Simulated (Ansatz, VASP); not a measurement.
## HRh6 in VASP and in Ansatz

```
Rh H
1.0
     5.41634    0.00000    0.00000
     0.00000    5.41634    0.00000
     0.00000    0.00000   21.67374
Rh H
12 2
Direct
  0.25000 0.25000 0.18456
  0.25000 0.75000 0.18456
  0.75000 0.25000 0.18456
  0.75000 0.75000 0.18456
  0.00000 0.00000 0.26938
  0.00000 0.50000 0.26938
  0.50000 0.00000 0.26938
  0.50000 0.50000 0.26938
  0.25000 0.25000 0.35406
  0.25000 0.75000 0.35406
  0.75000 0.25000 0.35406
  0.75000 0.75000 0.35406
  0.29368 0.50000 0.40435
  0.70632 0.50000 0.40435
```

Alike in both runs: task single point; functional PBE; k mesh 5 × 5 × 1; occupations gaussian, width 0.1 eV; no spin polarisation.

|  | VASP | Ansatz |
| --- | --- | --- |
| version | VASP 6.6.1 | Ansatz 0.2.0 |
| potentials or method | VASP PAW PBE potentials, release 64 (Rh_pv, H), cutoff 520 eV | scalar-relativistic, plane waves, PAW |
| valence electrons in the cell | 182 | 206 |

|  | VASP | Ansatz | Ansatz less VASP |
| --- | --- | --- | --- |
| gap on the k mesh at the Fermi level (eV) | none | none | - |
| rms of the force components (eV/Å) | 0.096 | 0.096 | -0.0002 |
| work function, face that differs most (eV) | 5.33 | 5.33 | +0.001 |

Atom by atom the forces differ by 0.002 eV/Å (rms over components). A gap of «none» marks a metal or a gap that the smearing closes. The functional is the same, so the differences come from potentials, cutoffs and numerics. VASP's potentials hold 182 valence electrons a cell and Ansatz's 206, so a difference there can come from the potentials and not from the codes.
